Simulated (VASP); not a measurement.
## Mn: single point with PBEsol

The system is Mn.

```
Mn
1.0
     2.40914    0.00000    0.00000
    -1.20457    2.08637    0.00000
     0.00000    0.00000    4.08659
Mn
2
Direct
  0.66667 0.33333 0.75000
  0.33333 0.66667 0.25000
```

This cell differs from its parent crystal: strain -0.030 along x and y, +0.015 along z.

| Item | Value |
| --- | --- |
| Program | VASP 6.6.1 |
| Task | single point |
| Functional | PBEsol |
| Potentials or basis | VASP PAW PBE potentials, release 64 (Mn_pv) |
| Cutoff | 520 eV |
| k mesh | 21 × 21 × 12 |
| Occupations | gaussian, width 0.15 eV |
| Spin | no spin polarisation |
| Dipole correction | no |
| Further INCAR settings | ALGO = Fast; EDIFF = 1e-07; NBANDS = 20 |

The pressure is 2.1 GPa and the band gap on the k mesh is zero (band 13 reaches 11.91 eV, above the bottom of band 14 at 9.86 eV).

Stress tensor (GPa, compression positive):
```
  8.72   0.00   0.00
  0.00   8.72   0.00
  0.00   0.00 -11.01
```

Levels at points of the mesh, in eV from the Fermi level:
```csv
k point,band 11,band 12,band 13,band 14,band 15,band 16
"(0.00, 0.00, 0.00)",-1.01,-0.59,-0.59,0.17,0.24,0.24
"(0.00, 0.00, 0.50)",-1.04,-1.04,-1.04,-1.04,1.22,1.22
```

Run time: 2.3 min on 1 thread of Intel(R) Xeon(R) Platinum 8375C CPU @ 2.90GHz (Ice Lake), with other jobs on the host, peak memory 0.21 GiB.

Caveat: the cell differs from its parent crystal (strain -0.030 along x and y, +0.015 along z); the PAW data sets were made with another functional, which shifts forces and pressure a little; the run has no spin polarisation, though such a crystal can be magnetic. Spin polarisation is off, so any magnetic state and its effect on volume and gap are missing.
